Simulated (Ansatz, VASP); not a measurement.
**Two plane-wave programs on NbTe**

```xyz
2
Lattice="0.0000 2.8559 2.8559 2.8559 0.0000 2.8559 2.8559 2.8559 0.0000" Properties=species:S:1:pos:R:3 pbc="T T T"
Nb    2.8559    2.8559    2.8559
Te    0.0000    0.0000    0.0000
```

Alike in both runs: task single point; functional PBE; k mesh 10 × 10 × 10; occupations gaussian, width 0.05 eV; no spin polarisation.

```csv
,VASP,Ansatz
version,VASP 6.6.1,Ansatz 0.2.0
potentials or method,"VASP PAW PBE potentials, release 64 (Nb_sv, Te), cutoff 520 eV","scalar-relativistic, plane waves, PAW"
valence electrons in the cell,19,29
```

```tsv
	VASP	Ansatz	Ansatz less VASP
gap on the k mesh at the Fermi level (eV)	none	none	-
pressure (GPa)	-0.9	-0.7	+0.16
```

A gap of «none» marks a metal or a gap that the smearing closes. With one functional, cell and mesh, what is left measures potentials, basis and numerics. VASP's potentials hold 19 valence electrons a cell and Ansatz's 29, so a difference there can come from the potentials and not from the codes.

Spin-orbit coupling is off throughout.
